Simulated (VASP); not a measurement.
# LiCuAsS4 (I-4) in VASP: single point with r2SCAN+U

Aim: the single point of LiCuAsS4 with r2SCAN+U.

All numbers are computed with VASP 6.6.1; they aren't measurements. Logs are shortened: lines on timing, memory, paths and dates and some standing lists are left out, and cuts for length are marked.

**1. The cell of the first run**

It takes space group I-4 (No. 82, tetragonal). The conventional cell has a = 5.751 Å, b = 5.751 Å, c = 8.933 Å, α = 90.00°, β = 90.00°, γ = 90.00°. Within 2.7 Å of As (site symmetry -4) lie 4 S at 2.05 Å. Within 3.2 Å of Li (site symmetry -4) lie 4 S at 2.41 Å. S (site symmetry 1) has 1 As at 2.05 Å and 1 Cu at 2.34 Å and 1 Li at 2.41 Å within 2.7 Å. Cu (site symmetry -4) has 4 S at 2.34 Å within 3.1 Å.

**2. Single point, r2SCAN+U, collinear spin, ferromagnetic start**

POSCAR reads:

```
LiCuAsS4
1.0
    0.0000000000      5.7505041500      0.0000000000
    5.7505041500      0.0000000000      0.0000000000
    2.8752520700      2.8752520700     -4.4667134000
As Li S Cu
1 1 4 1
Direct
    0.7500000000      0.2500000000      0.5000000000
    0.5000000000      0.5000000000      0.0000000000
    0.4120000000      0.9223000000      0.7304000000
    0.0777000000      0.1424000000      0.2696000000
    0.8576000000      0.3473000000      0.7304000000
    0.6527000000      0.5880000000      0.2696000000
    0.0000000000      0.0000000000      0.0000000000
```

INCAR.step1 reads:

```
PREC = Accurate
ENCUT = 520
ISMEAR = -5
SIGMA = 0.0583
LREAL = F
LASPH = T
NELM = 150
ISPIN = 2
MAGMOM = 0 0 0 0 0 0 1
LMAXMIX = 4
LDAU = T
LDAUTYPE = 1
LDAUL = -1 -1 -1 2
LDAUU = 0 0 0 6.11
LDAUJ = 0 0 0 0.42
NBANDS = 34
GGA = PE
ALGO = Normal
EDIFF = 1E-4
LWAVE = T
LCHARG = F
```

INCAR.step2 reads:

```
PREC = Accurate
ENCUT = 520
EDIFF = 1E-6
ISMEAR = -1
SIGMA = 0.0583
LREAL = F
LASPH = T
NELM = 150
ALGO = Normal
ISIF = 2
LWAVE = F
LCHARG = F
ISPIN = 2
MAGMOM = 0 0 0 0 0 0 1
LORBIT = 11
LMAXMIX = 4
LDAU = T
LDAUTYPE = 1
LDAUL = -1 -1 -1 2
LDAUU = 0 0 0 6.11
LDAUJ = 0 0 0 0.42
LDAUPRINT = 1
METAGGA = R2SCAN
LMIXTAU = T
NBANDS = 34
ISTART = 1
```

KPOINTS reads:

```
regular mesh
0
Gamma
  4 4 4
```

Potentials or basis: VASP PAW PBE potentials, release 64 (As, Li_sv, S, Cu).

The run is started by

```console
cat potpaw_PBE.64/As/POTCAR potpaw_PBE.64/Li_sv/POTCAR potpaw_PBE.64/S/POTCAR potpaw_PBE.64/Cu/POTCAR > POTCAR
cp INCAR.step1 INCAR
mpirun -np 1 vasp_std > vasp.out
cp INCAR.step2 INCAR
mpirun -np 1 vasp_std > vasp.out
```

OUTCAR:

```text
PREC = Accurate
   ENCUT = 520
   EDIFF = 1E-6
   ISMEAR = -1
   LREAL = F
   LASPH = T
   NELM = 150
   ISIF = 2
   ISPIN = 2
   LORBIT = 11
   METAGGA = R2SCAN
   ISTART = 1

 ion  position               nearest neighbor table
   1  0.750  0.250  0.500-   5 2.05   4 2.05   6 2.05   3 2.05
   2  0.500  0.500  0.000-   6 2.41   5 2.41   3 2.41   4 2.41
   3  0.412  0.922  0.730-   1 2.05   7 2.34   2 2.41
   4  0.078  0.142  0.270-   1 2.05   7 2.34   2 2.41
   5  0.858  0.347  0.730-   1 2.05   7 2.34   2 2.41
   6  0.653  0.588  0.270-   1 2.05   7 2.34   2 2.41
   7  0.000  0.000  0.000-   4 2.34   5 2.34   3 2.34   6 2.34

  LATTYP: Found a body centered tetragonal cell.
 ALAT       =     5.7505041500
 C/A-ratio  =     1.5535032350

  Lattice vectors:

 A1 = (  -2.8752520700,   2.8752520800,   4.4667134000)
 A2 = (   2.8752520800,  -2.8752520700,   4.4667134000)
 A3 = (   2.8752520700,   2.8752520700,  -4.4667134000)

Analysis of symmetry for initial positions (statically):
=====================================================================
 Subroutine PRICEL returns:
 Original cell was already a primitive cell.

 Routine SETGRP: Setting up the symmetry group for a
 body centered tetragonal supercell.

 Subroutine GETGRP returns: Found  4 space group operations
 (whereof  4 operations were pure point group operations)
 out of a pool of 16 trial point group operations.

The static configuration has the point symmetry S_4 .

Analysis of symmetry for dynamics (positions and initial velocities):
=====================================================================
 Subroutine PRICEL returns:
 Original cell was already a primitive cell.

 Routine SETGRP: Setting up the symmetry group for a
 body centered tetragonal supercell.

 Subroutine GETGRP returns: Found  4 space group operations
 (whereof  4 operations were pure point group operations)
 out of a pool of 16 trial point group operations.

The dynamic configuration has the point symmetry S_4 .

Analysis of structural, dynamic, and magnetic symmetry:
=====================================================================
 Subroutine PRICEL returns:
 Original cell was already a primitive cell.

 Routine SETGRP: Setting up the symmetry group for a
 body centered tetragonal supercell.

 Subroutine GETGRP returns: Found  4 space group operations
 (whereof  4 operations were pure point group operations)
 out of a pool of 16 trial point group operations.

The overall configuration has the point symmetry S_4 .

 Subroutine INISYM returns: Found  4 space group operations
 (whereof  4 operations are pure point group operations),
 and found     1 'primitive' translations

----------------------------------------------------------------------------------------

                                     Primitive cell

  volume of cell :     147.7066

  direct lattice vectors                    reciprocal lattice vectors
     0.000000000  5.750504150  0.000000000     0.000000000  0.173897796  0.111939127
     5.750504150  0.000000000  0.000000000     0.173897796  0.000000000  0.111939127
     2.875252070  2.875252070 -4.466713400     0.000000000  0.000000000 -0.223878255

  length of vectors
     5.750504150  5.750504150  6.040337534     0.206811053  0.206811053  0.223878255

  position of ions in fractional coordinates (direct lattice)
     0.750000000  0.250000000  0.500000000
     0.500000000  0.500000000  0.000000000
     0.412000000  0.922300000  0.730400000
     0.077700000  0.142400000  0.269600000
     0.857600000  0.347300000  0.730400000
     0.652700000  0.588000000  0.269600000
     0.000000000  0.000000000  0.000000000

  ion indices of the primitive-cell ions
   primitive index   ion index
                 1           1
                 2           2
                 3           3
                 4           4
[... 92 lines left out ...]
   J (eV)           for each species LDAUJ =   0.0  0.0  0.0  0.4
   METAGGA = R2SCAN    functional components
   LHFCALC =     F    Hartree Fock is set to
   AEXX    =    0.0000 exact exchange contribution
   IVDW    =     0    specifies the selected vdW correction
   LEPSILON=     F    determine dielectric tensor
   LRPA    =     F    only Hartree local field effects (RPA)
 spin polarized calculation
  energy-cutoff  :      520.00
  volume of cell :      147.71
 maximum number of plane-waves:      4016
 NGX is ok and might be reduce to    48
   NGX = 21   NGY = 21   NGZ = 23

atom =   7  type =  4  l = 2

 onsite density matrix

spin component  1

  0.9782  0.0000  0.0000  0.0000  0.0087
  0.0000  0.9715  0.0000  0.0000 -0.0000
  0.0000  0.0000  0.9665  0.0000 -0.0000
  0.0000  0.0000  0.0000  0.9715  0.0000
  0.0087 -0.0000 -0.0000  0.0000  0.9683

spin component  2

  0.6142  0.0000  0.0000  0.0000 -0.2103
  0.0000  0.9690  0.0000  0.0000 -0.0000
  0.0000  0.0000  0.9634  0.0000 -0.0000
  0.0000  0.0000  0.0000  0.9690  0.0000
 -0.2103 -0.0000 -0.0000  0.0000  0.8368

 occupancies and eigenvectors

  o =  0.4876  v =  0.0000  0.0000  0.0000  0.0000  0.0000  0.8567 -0.0000  0.0000 -0.0000  0.5159      0.0000  0.0000  0.0000  0.0000  0.0000  0.0000  0.0000  0.0000  0.0000  0.0000
  o =  0.9633  v = -0.5017  0.0000 -0.0000 -0.0000  0.8650  0.0000  0.0000  0.0000  0.0000  0.0000      0.0000  0.0000  0.0000  0.0000  0.0000  0.0000  0.0000  0.0000  0.0000  0.0000
  o =  0.9634  v =  0.0000  0.0000  0.0000  0.0000  0.0000 -0.5159  0.0000 -0.0000 -0.0000  0.8567      0.0000  0.0000  0.0000  0.0000  0.0000  0.0000  0.0000  0.0000  0.0000  0.0000
  o =  0.9634  v =  0.0000  0.0000  0.0000  0.0000  0.0000  0.0000  0.0000 -1.0000  0.0000 -0.0000      0.0000  0.0000  0.0000  0.0000  0.0000  0.0000  0.0000  0.0000  0.0000  0.0000
  o =  0.9665  v =  0.0000  0.0000 -1.0000  0.0000 -0.0000  0.0000  0.0000  0.0000  0.0000  0.0000      0.0000  0.0000  0.0000  0.0000  0.0000  0.0000  0.0000  0.0000  0.0000  0.0000
  o =  0.9690  v =  0.0000  0.0000  0.0000  0.0000  0.0000  0.0000 -0.1295 -0.0000 -0.9916 -0.0000      0.0000  0.0000  0.0000  0.0000  0.0000  0.0000  0.0000  0.0000  0.0000  0.0000
  o =  0.9690  v =  0.0000  0.0000  0.0000  0.0000  0.0000 -0.0000 -0.9916 -0.0000  0.1295  0.0000      0.0000  0.0000  0.0000  0.0000  0.0000  0.0000  0.0000  0.0000  0.0000  0.0000
  o =  0.9715  v = -0.0000  0.5157  0.0000  0.8568 -0.0000  0.0000  0.0000  0.0000  0.0000  0.0000      0.0000  0.0000  0.0000  0.0000  0.0000  0.0000  0.0000  0.0000  0.0000  0.0000
  o =  0.9715  v = -0.0000 -0.8568 -0.0000  0.5157  0.0000  0.0000  0.0000  0.0000  0.0000  0.0000      0.0000  0.0000  0.0000  0.0000  0.0000  0.0000  0.0000  0.0000  0.0000  0.0000
  o =  0.9832  v = -0.8650 -0.0000 -0.0000 -0.0000 -0.5017  0.0000  0.0000  0.0000  0.0000  0.0000      0.0000  0.0000  0.0000  0.0000  0.0000  0.0000  0.0000  0.0000  0.0000  0.0000

 number of electron      42.9999999 magnetization       0.9987366

 Free energy of the ion-electron system (eV)
  ---------------------------------------------------
  ext. energy  EPLUGINS =         0.00000000
  ---------------------------------------------------
  free energy    TOTEN  =       -60.35521754 eV

  energy without entropy =      -60.35432510  energy(sigma->0) =      -60.35477132

 E-fermi :   2.2388     XC(G=0):  -9.2490

 val. band max:        1.9929196070   @ k =   0.5000   0.5000   0.0000
 cond. band min:       2.5371306906   @ k =   0.0000   0.0000   0.2500
 fundamental gap:      0.5442110836
 Fermi energy:         2.2387576030

 spin component 1

 k-point     1 :       0.0000    0.0000    0.0000
  band No.  band energies     occupation
      1     -43.7277      1.00000
      2     -14.4090      1.00000
      3     -10.8283      1.00000
      4     -10.8283      1.00000
      5     -10.3025      1.00000
      6      -6.7598      1.00000
[... 493 lines left out ...]
     32      10.7506      0.00000
     33      11.7144      0.00000
 Fermi energy:         2.2387576030

 spin component 2

 k-point     1 :       0.0000    0.0000    0.0000
  band No.  band energies     occupation
      1     -43.7270      1.00000
      2     -14.3336      1.00000
      3     -10.6790      1.00000
      4     -10.6790      1.00000
      5     -10.1133      1.00000
      6      -6.6943      1.00000
[... 493 lines left out ...]
     32      10.8389      0.00000
     33      11.7864      0.00000
 [bands above 33 left out]

------------------------ aborting loop because EDIFF is reached ----------------------------------------

  FORCE on cell =-STRESS in cart. coord.  units (eV):
  Direction    XX          YY          ZZ          XY          YZ          ZX
  --------------------------------------------------------------------------------------
  -------------------------------------------------------------------------------------
  Total        8.0175228      8.0175228      4.5896757     -0.0000008      0.0000000      0.0000000
  in kB       86.9662726     86.9662726     49.7843286     -0.0000089      0.0000001      0.0000001
  external PRESSURE =      74.5722913 kB  Pullay stress =       0.0000000 kB

 VOLUME and BASIS-vectors are now :
 -----------------------------------------------------------------------------
  energy-cutoff  :      520.00
  volume of cell :      147.71
      direct lattice vectors                 reciprocal lattice vectors
     0.000000000  5.750504150  0.000000000     0.000000000  0.173897796  0.111939127
     5.750504150  0.000000000  0.000000000     0.173897796  0.000000000  0.111939127
     2.875252070  2.875252070 -4.466713400     0.000000000  0.000000000 -0.223878255

 POSITION                                       TOTAL-FORCE (eV/Angst)
 -----------------------------------------------------------------------------------
      2.87525      5.75050     -2.23336         0.000000     -0.000000      0.000000
      2.87525      2.87525      0.00000         0.000000     -0.000000      0.000000
      7.40377      4.46929     -3.26249        -1.467849     -1.904437     -1.811948
      1.59404      1.22198     -1.20423        -1.904437      1.467849      1.811948
      4.09723      7.03172     -3.26249         1.467849      1.904437     -1.811948
      4.15646      4.52852     -1.20423         1.904437     -1.467849      1.811948
      0.00000      0.00000      0.00000         0.000000      0.000000      0.000000
 -----------------------------------------------------------------------------------
    total drift:                               -0.000078     -0.000036      0.000020

  FREE ENERGIE OF THE ION-ELECTRON SYSTEM (eV)
  ---------------------------------------------------
  free  energy   TOTEN  =       -60.3552175386 eV

  energy  without entropy=      -60.3543250960  energy(sigma->0) =      -60.35477132

 total charge

# of ion       s       p       d       tot
------------------------------------------
    1        1.148   1.611   0.281   3.041
    2        2.016   0.018   0.000   2.034
    3        1.336   2.454   0.000   3.790
    4        1.336   2.454   0.000   3.790
    5        1.336   2.454   0.000   3.790
    6        1.336   2.454   0.000   3.790
    7        0.370   0.356   9.189   9.915
--------------------------------------------------
tot          8.879  11.799   9.470  30.148

 magnetization (x)

# of ion       s       p       d       tot
------------------------------------------
    1       -0.001  -0.006   0.006  -0.002
    2        0.000   0.000   0.000   0.000
    3        0.004   0.078   0.000   0.082
    4        0.004   0.078   0.000   0.082
    5        0.004   0.078   0.000   0.082
    6        0.004   0.078   0.000   0.082
    7       -0.004   0.009   0.504   0.510
--------------------------------------------------
tot          0.011   0.317   0.510   0.837
```

Run time: 12 min. Hardware: 1 thread of AMD EPYC 9R45 (Zen 5), shared host; peak memory 0.49 GiB.

What came out:

* Free energy: -60.3552 eV
* Largest force: 3.011 eV/Å
* Band gap on the k mesh: 0.54 eV, indirect (least direct gap 0.82 eV)
* Net moment: 1.00 μB per cell
* Site moments: As -0.00; Li +0.00; S +0.08; Cu +0.51 μB
* Valence electrons inside the program's atomic spheres: As 3.04; Li 2.03; S 3.79; Cu 9.91

Forces on the atoms (eV/Å):
```
As   0.000  0.000  0.000
Li   0.000  0.000  0.000
S   -1.468 -1.904 -1.812
S   -1.904  1.468  1.812
S    1.468  1.904 -1.812
S    1.904 -1.468  1.812
Cu   0.000  0.000  0.000
```

Eigenvalues of the final occupation matrices:
```
    site  spin  trace               eigenvalues
site 7 d     1   4.86  0.96 0.97 0.97 0.97 0.98
site 7 d     2   4.35  0.49 0.96 0.96 0.97 0.97
```

Caveat: the cutoff is under 1.25 times the usual one of these potentials, so pressure, stress and relaxed cells hold a basis-set (Pulay) error; the PAW data sets were made with another functional, which shifts forces and pressure a little; a cell with one magnetic atom can't hold antiferromagnetic order, which such compounds often take. The state reached can hang on the start; a lower one may exist.
